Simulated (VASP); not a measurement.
# KNd2Sb3 (P4mm) in VASP: single point with PBE

Aim: the single point of KNd2Sb3 with PBE.

Program: VASP 6.6.1. These are calculated values, not measurements. Logs are shortened: lines on timing, memory, paths and dates and some standing lists are left out, and cuts for length are marked.

## (1) The cell of the first run

The structure is tetragonal, space group P4mm (No. 99). The conventional cell has a = 6.363 Å, b = 6.363 Å, c = 6.343 Å, α = 90.00°, β = 90.00°, γ = 90.00°. Within 4.2 Å of K (site symmetry 4mm) lie 6 Sb at 3.17 to 3.18 Å. Within 4.2 Å of Nd (site symmetry 2mm) lie 4 Sb at 3.17 to 3.18 Å. Sb (site symmetry 2mm) has 2 Nd at 3.17 to 3.18 Å and 2 K at 3.18 Å within 4.2 Å. Within 4.2 Å of Sb (site symmetry 4mm) lie 2 K at 3.17 Å and 4 Nd at 3.18 Å.

The cell was built from a structure type or drawn by symmetry, and may not be a known phase.

## (2) Single point, PBE

INCAR reads:

```
SYSTEM = KNd2Sb3
  PREC = Accurate
  ENCUT = 500
  EDIFF = 1E-6
  ISMEAR = 0
  SIGMA = 0.2
  LREAL = .FALSE.
  LASPH = .TRUE.
  NELM = 200
  ALGO = Normal
  ISIF = 2
  LWAVE = .FALSE.
  LCHARG = .FALSE.
  GGA = PE
  NBANDS = 32
  GGA_COMPAT = .FALSE.
  LMAXMIX = 6
```

KPOINTS reads:

```
Automatic mesh
0
G
  3 3 2
  0 0 0
```

POSCAR reads:

```
KNd2Sb3
1.0
    6.3627693284      0.0000000000      0.0000000000
    0.0000000000      6.3627693284      0.0000000000
    0.0000000000      0.0000000000      6.3431088792
K Nd Sb
1 2 3
Direct
    0.0000000000      0.0000000000      0.4600713232
    0.5000000000      0.0000000000     -0.0355333626
    0.0000000000      0.5000000000     -0.0355333626
    0.5000000000      0.0000000000      0.4637790489
    0.0000000000      0.5000000000      0.4637790489
    0.0000000000      0.0000000000      0.9596473643
```

Potentials or basis: VASP PAW PBE potentials, release 64 (K_sv, Nd_3, Sb), 4f in core.

Started as:

```
$ cat potpaw_PBE.64/K_sv/POTCAR potpaw_PBE.64/Nd_3/POTCAR potpaw_PBE.64/Sb/POTCAR > POTCAR
$ mpirun -np 1 vasp_std > vasp.out
```

OUTCAR:

```text
SYSTEM = KNd2Sb3
   PREC = Accurate
   ENCUT = 500
   EDIFF = 1E-6
   ISMEAR = 0
   LREAL = .FALSE.
   LASPH = .TRUE.
   NELM = 200
   ISIF = 2
   GGA = PE

 ion  position               nearest neighbor table
   1  0.000  0.000  0.460-   6 3.17   6 3.17   4 3.18   5 3.18   5 3.18   4 3.18
   2  0.500  0.000  0.964-   4 3.17   4 3.18   6 3.18   6 3.18
   3  0.000  0.500  0.964-   5 3.17   5 3.18   6 3.18   6 3.18
   4  0.500  0.000  0.464-   2 3.17   2 3.18   1 3.18   1 3.18
   5  0.000  0.500  0.464-   3 3.17   3 3.18   1 3.18   1 3.18
   6  0.000  0.000  0.960-   1 3.17   1 3.17   2 3.18   3 3.18   3 3.18   2 3.18

  LATTYP: Found a simple tetragonal cell.
 ALAT       =     6.3627693284
 C/A-ratio  =     0.9969100798

  Lattice vectors:

 A1 = (   6.3627693284,   0.0000000000,   0.0000000000)
 A2 = (   0.0000000000,   6.3627693284,   0.0000000000)
 A3 = (   0.0000000000,   0.0000000000,   6.3431088792)

Analysis of symmetry for initial positions (statically):
=====================================================================
 Subroutine PRICEL returns:
 Original cell was already a primitive cell.

 Routine SETGRP: Setting up the symmetry group for a
 simple tetragonal supercell.

 Subroutine GETGRP returns: Found  8 space group operations
 (whereof  8 operations were pure point group operations)
 out of a pool of 16 trial point group operations.

The static configuration has the point symmetry C_4v.

Analysis of symmetry for dynamics (positions and initial velocities):
=====================================================================
 Subroutine PRICEL returns:
 Original cell was already a primitive cell.

 Routine SETGRP: Setting up the symmetry group for a
 simple tetragonal supercell.

 Subroutine GETGRP returns: Found  8 space group operations
 (whereof  8 operations were pure point group operations)
 out of a pool of 16 trial point group operations.

The dynamic configuration has the point symmetry C_4v.

 Subroutine INISYM returns: Found  8 space group operations
 (whereof  8 operations are pure point group operations),
 and found     1 'primitive' translations

----------------------------------------------------------------------------------------

                                     Primitive cell

  volume of cell :     256.7997

  direct lattice vectors                    reciprocal lattice vectors
     6.362769328  0.000000000  0.000000000     0.157164271  0.000000000  0.000000000
     0.000000000  6.362769328  0.000000000     0.000000000  0.157164271  0.000000000
     0.000000000  0.000000000  6.343108879     0.000000000  0.000000000  0.157651401

  length of vectors
     6.362769328  6.362769328  6.343108879     0.157164271  0.157164271  0.157651401

  position of ions in fractional coordinates (direct lattice)
     0.000000000  0.000000000  0.460071323
     0.500000000  0.000000000  0.964466637
     0.000000000  0.500000000  0.964466637
     0.500000000  0.000000000  0.463779049
     0.000000000  0.500000000  0.463779049
     0.000000000  0.000000000  0.959647364

  ion indices of the primitive-cell ions
   primitive index   ion index
                 1           1
                 2           2
                 3           3
                 4           4
                 5           5
                 6           6

----------------------------------------------------------------------------------------

 KPOINTS: Automatic mesh

Automatic generation of k-mesh.
 Grid dimensions read from file:
 generate k-points for:    3    3    2

 Generating k-lattice:

  Cartesian coordinates                     Fractional coordinates (reciprocal lattice)
     0.052388090  0.000000000  0.000000000     0.333333333  0.000000000  0.000000000
     0.000000000  0.052388090  0.000000000     0.000000000  0.333333333  0.000000000
     0.000000000  0.000000000  0.078825700     0.000000000  0.000000000  0.500000000

  Length of vectors
     0.052388090  0.052388090  0.078825700

  Shift w.r.t. Gamma in fractional coordinates (k-lattice)
     0.000000000  0.000000000  0.000000000

 Subroutine IBZKPT returns following result:
 ===========================================

 Found      6 irreducible k-points:

 Following reciprocal coordinates:
            Coordinates               Weight
  0.000000  0.000000  0.000000      1.000000
  0.333333  0.000000  0.000000      4.000000
  0.333333  0.333333  0.000000      4.000000
  0.000000  0.000000  0.500000      1.000000
  0.333333  0.000000  0.500000      4.000000
  0.333333  0.333333  0.500000      4.000000
   k-points           NKPTS =      6   k-points in BZ     NKDIM =      6   number of bands    NBANDS=     32
   number of dos      NEDOS =    301   number of ions     NIONS =      6
   total plane-waves  NPLWV = 110592
   dimension x,y,z NGX =    48 NGY =   48 NGZ =   48
   dimension x,y,z NGXF=    96 NGYF=   96 NGZF=   96
   ions per type =               1   2   3
   NGX,Y,Z   is equivalent  to a cutoff of  12.54, 12.54, 12.58 a.u.
   NGXF,Y,Z  is equivalent  to a cutoff of  25.08, 25.08, 25.16 a.u.
 SYSTEM =  KNd2Sb3
   PREC   = accura    normal or accurate (medium, high low for compatibility)
   ISTART =      0    job   : 0-new  1-cont  2-samecut
   ICHARG =      2    charge: 1-file 2-atom 10-const
   ISPIN  =      1    spin polarized calculation?
   LNONCOLLINEAR =      F non collinear calculations
   LSORBIT =      F    spin-orbit coupling
   LASPH  =      T    aspherical Exc in radial PAW
   ENCUT  =  500.0 eV  36.75 Ry    6.06 a.u.  11.60 11.60 11.56*2*pi/ulx,y,z
   NELM   =    200;   NELMIN=  2; NELMDL= -5     # of ELM steps
   EDIFF  = 0.1E-05   stopping-criterion for ELM
   LREAL  =      F    real-space projection
   EDIFFG = 0.1E-04   stopping-criterion for IOM
   NSW    =      0    number of steps for IOM
   IBRION =     -1    ionic relax: 0-MD 1-quasi-New 2-CG
   NFREE  =      0    steps in history (QN), initial steepest desc. (CG)
   ISIF   =      2    stress and relaxation
   ISYM   =      2    0-nonsym 1-usesym 2-fastsym
   POTIM  = 0.5000    time-step for ionic-motion
   TEBEG  =    0.0;   TEEND  =   0.0 temperature during run
   PSTRESS=    0.0 pullay stress
   NELECT =      46.0000    total number of electrons
   NUPDOWN=      -1.0000    fix difference up-down
   EMIN   =  10.00;   EMAX   =-10.00  energy-range for DOS
   EFERMI =   0.00;   METHOD = LEGACY
   ISMEAR =     0;   SIGMA  =   0.20  broadening in eV -4-tet -1-fermi 0-gaus
   EFERMI_NEDOS =   21; number of points for ismear=-14 and -15
   IALGO  =     38    algorithm
   IMIX   =      4    mixing-type and parameters
     AMIX     =   0.40;   BMIX     =  1.00
     AMIX_MAG =   1.60;   BMIX_MAG =  1.00
  volume/ion in A,a.u.               =      42.80       288.83
  Fermi-wavevector in a.u.,A,eV,Ry     =   0.922846  1.743926 11.587332  0.851645
  Thomas-Fermi vector in A             =   2.048418
   LORBIT       =      0    0 simple, 1 ext, 2 COOP (PROOUT), +10 PAW based schemes
   GGA     = PE    functional components
   LHFCALC =     F    Hartree Fock is set to
   AEXX    =    0.0000 exact exchange contribution
   IVDW    =     0    specifies the selected vdW correction
   LEPSILON=     F    determine dielectric tensor
   LRPA    =     F    only Hartree local field effects (RPA)
 non-spin polarized calculation
 Gauss-broadening in eV      SIGMA  =   0.20
  energy-cutoff  :      500.00
  volume of cell :      256.80
 maximum number of plane-waves:      6587
 NGX is ok and might be reduce to    48
   NGX = 23   NGY = 23   NGZ = 23

 number of electron      45.9999999 magnetization

 Free energy of the ion-electron system (eV)
  ---------------------------------------------------
  ext. energy  EPLUGINS =         0.00000000
  ---------------------------------------------------
  free energy    TOTEN  =       -22.63437578 eV

  energy without entropy =      -22.45839760  energy(sigma->0) =      -22.54638669

 E-fermi :   2.3840     XC(G=0):  -8.0096

 val. band max:        2.3803873572   @ k =   0.3333   0.0000   0.5000
 cond. band min:       2.3875244215   @ k =   0.0000   0.0000   0.5000
 fundamental gap:      0.0071370643
 Fermi energy:         2.3840020332

 k-point     1 :       0.0000    0.0000    0.0000
  band No.  band energies     occupation
      1     -36.4210      2.00000
      2     -36.4154      2.00000
      3     -27.1405      2.00000
      4     -17.6670      2.00000
      5     -17.6670      2.00000
      6     -17.4516      2.00000
[... 24 lines left out ...]
     31       4.2126      0.00000
     32       5.0071      0.00000

 k-point     2 :       0.3333    0.0000    0.0000
  band No.  band energies     occupation
      1     -36.4197      2.00000
      2     -36.4169      2.00000
      3     -27.1405      2.00000
      4     -17.6636      2.00000
      5     -17.6627      2.00000
      6     -17.4590      2.00000
[... 24 lines left out ...]
     31       4.6761      0.00000
     32       4.8945      0.00000

 k-point     3 :       0.3333    0.3333    0.0000
  band No.  band energies     occupation
      1     -36.4190      2.00000
      2     -36.4176      2.00000
      3     -27.1406      2.00000
      4     -17.6891      2.00000
      5     -17.6352      2.00000
      6     -17.5069      2.00000
[... 24 lines left out ...]
     31       5.0298      0.00000
     32       5.1740      0.00000

 k-point     4 :       0.0000    0.0000    0.5000
  band No.  band energies     occupation
      1     -36.4211      2.00000
      2     -36.4156      2.00000
      3     -27.1406      2.00000
      4     -17.6666      2.00000
      5     -17.6666      2.00000
      6     -17.4511      2.00000
[... 24 lines left out ...]
     31       5.6329      0.00000
     32       5.6331      0.00000

 k-point     5 :       0.3333    0.0000    0.5000
  band No.  band energies     occupation
      1     -36.4198      2.00000
      2     -36.4170      2.00000
      3     -27.1406      2.00000
      4     -17.6632      2.00000
      5     -17.6623      2.00000
      6     -17.4587      2.00000
[... 24 lines left out ...]
     31       5.1202      0.00000
     32       5.3728      0.00000

 k-point     6 :       0.3333    0.3333    0.5000
  band No.  band energies     occupation
      1     -36.4191      2.00000
      2     -36.4177      2.00000
      3     -27.1407      2.00000
      4     -17.6887      2.00000
      5     -17.6348      2.00000
      6     -17.5068      2.00000
[... 24 lines left out ...]
     31       5.3759      0.00000
     32       5.4016      0.00000

------------------------ aborting loop because EDIFF is reached ----------------------------------------

  FORCE on cell =-STRESS in cart. coord.  units (eV):
  Direction    XX          YY          ZZ          XY          YZ          ZX
  --------------------------------------------------------------------------------------
  -------------------------------------------------------------------------------------
  Total        0.5804367      0.5804367      0.4636220      0.0000000      0.0000000      0.0000000
  in kB        3.6213537      3.6213537      2.8925450      0.0000000      0.0000000      0.0000000
  external PRESSURE =       3.3784175 kB  Pullay stress =       0.0000000 kB

 VOLUME and BASIS-vectors are now :
 -----------------------------------------------------------------------------
  energy-cutoff  :      500.00
  volume of cell :      256.80
      direct lattice vectors                 reciprocal lattice vectors
     6.362769328  0.000000000  0.000000000     0.157164271  0.000000000  0.000000000
     0.000000000  6.362769328  0.000000000     0.000000000  0.157164271  0.000000000
     0.000000000  0.000000000  6.343108879     0.000000000  0.000000000  0.157651401

 POSITION                                       TOTAL-FORCE (eV/Angst)
 -----------------------------------------------------------------------------------
      0.00000      0.00000      2.91828        -0.000000      0.000000      0.005531
      3.18138      0.00000      6.11772         0.000000      0.000000     -0.020573
      0.00000      3.18138      6.11772         0.000000      0.000000     -0.020573
      3.18138      0.00000      2.94180         0.000000      0.000000      0.014435
      0.00000      3.18138      2.94180        -0.000000      0.000000      0.014435
      0.00000      0.00000      6.08715         0.000000      0.000000      0.006746
 -----------------------------------------------------------------------------------
    total drift:                                0.000000      0.000000      0.000114

  FREE ENERGIE OF THE ION-ELECTRON SYSTEM (eV)
  ---------------------------------------------------
  free  energy   TOTEN  =       -22.6343757816 eV

  energy  without entropy=      -22.4583975952  energy(sigma->0) =      -22.54638669
```

It took 52 s on 1 thread of Intel Xeon 6975P-C (Granite Rapids), shared host; peak memory 0.31 GiB.

What came out:

| Property | Result |
| --- | --- |
| Free energy | -22.6344 eV |
| Pressure | 0.3 GPa |
| Largest force | 0.021 eV/Å |
| Band gap on the k mesh | zero (bands 23 and 24 overlap by 0.12 eV) |

Forces in eV/Å, atoms in the order of the input:
```
K    0.000  0.000  0.006
Nd   0.000  0.000 -0.021
Nd   0.000  0.000 -0.021
Sb   0.000  0.000  0.014
Sb   0.000  0.000  0.014
Sb   0.000  0.000  0.007
```

Levels at points of the mesh, in eV from the Fermi level:
```tsv
k point	band 20	band 21	band 22	band 23	band 24	band 25	band 26	band 27
(0.00, 0.00, 0.00)	-0.17	-0.17	-0.14	-0.09	0.49	0.49	0.54	0.77
(0.00, 0.00, 0.50)	-1.13	-1.11	-1.11	-0.44	-0.04	0.00	0.00	1.84
```

Caveat: the k points lie up to 0.50 Å⁻¹ apart; spin-orbit coupling is left out, which moves the levels of the heavy elements; the 4f electrons are frozen in the core, so they carry no moment and show no levels.
